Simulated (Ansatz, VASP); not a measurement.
**One calculation of Ba2Be, two programs**

```
Ba Be
1.0
     5.81239    0.00000    0.00000
    -2.90619    5.03367    0.00000
     0.00000    0.00000    3.55916
Ba Be
2 1
Direct
  0.33333 0.66667 0.50000
  0.66667 0.33333 0.50000
  0.00000 0.00000 0.00000
```

Change from the starting cell: species swapped into the ZrB2 type (P6/mmm, No. 191).

Alike in both runs: functional PBE; k mesh 3 × 3 × 6; occupations gaussian, width 0.1 eV; no spin polarisation.

Ansatz relaxed the structure, and its values are those at the end. VASP's run is a single point on that final structure, the one shown.

```csv
,VASP,Ansatz
version,VASP 6.6.1,Ansatz 0.2.0
potentials or method,"VASP PAW PBE potentials, release 64 (Ba_sv, Be), cutoff 520 eV","scalar-relativistic, plane waves, PAW"
valence electrons in the cell,22,22
```

```tsv
	VASP	Ansatz	Ansatz less VASP
gap on the k mesh at the Fermi level (eV)	none	none	-
pressure (GPa)	0.6	-0.1	-0.66
```

A gap of «none» marks a metal or a gap that the smearing closes.

The k mesh is coarse, so the values compare programs but aren't converged. Spin-orbit coupling is off throughout.
